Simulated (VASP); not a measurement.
Input of a VASP 6.6.1 run:

Contents of INCAR:

```
SYSTEM = Re
  PREC = Accurate
  ENCUT = 520
  EDIFF = 1E-7
  ISMEAR = -1
  SIGMA = 0.1
  LREAL = .FALSE.
  LASPH = .TRUE.
  NELM = 60
  ALGO = Normal
  ISIF = 2
  LWAVE = .FALSE.
  LCHARG = .FALSE.
  GGA = RE
  NBANDS = 38
```

Contents of KPOINTS:

```
regular mesh
0
G
  7 7 7
  0 0 0
```

Contents of POSCAR:

```
Re
1.0
    4.9654881180      0.0000000000      0.0000000000
    0.0000000000      4.9654881180      0.0000000000
    0.0000000000      0.0000000000      4.9654881180
Re
8
Direct
    1.0000000000      1.0000000000      0.0000000000
    0.5000000000      0.5000000000      0.5000000000
    0.2500000000      1.0000000000      0.5000000000
    0.7500000000      0.0000000000      0.5000000000
    0.5000000000      0.2500000000      1.0000000000
    0.5000000000      0.7500000000      1.0000000000
    1.0000000000      0.5000000000      0.2500000000
    1.0000000000      0.5000000000      0.7500000000
```

Potentials or basis: VASP PAW PBE potentials, release 64 (Re).

The run is started by

```console
$ cat potpaw_PBE.64/Re/POTCAR > POTCAR
$ mpirun -np 1 vasp_std > vasp.out
```

(1) Predict the pressure.

(2) What does it give for the band gap on the k mesh?

Answers

(1) -0.8 GPa.

(2) zero (band 28 reaches 8.38 eV, above the bottom of band 29 at 8.06 eV).

Caveat: the PAW data sets were made with another functional, which shifts forces and pressure a little; spin-orbit coupling is left out, which moves the levels of the heavy elements.
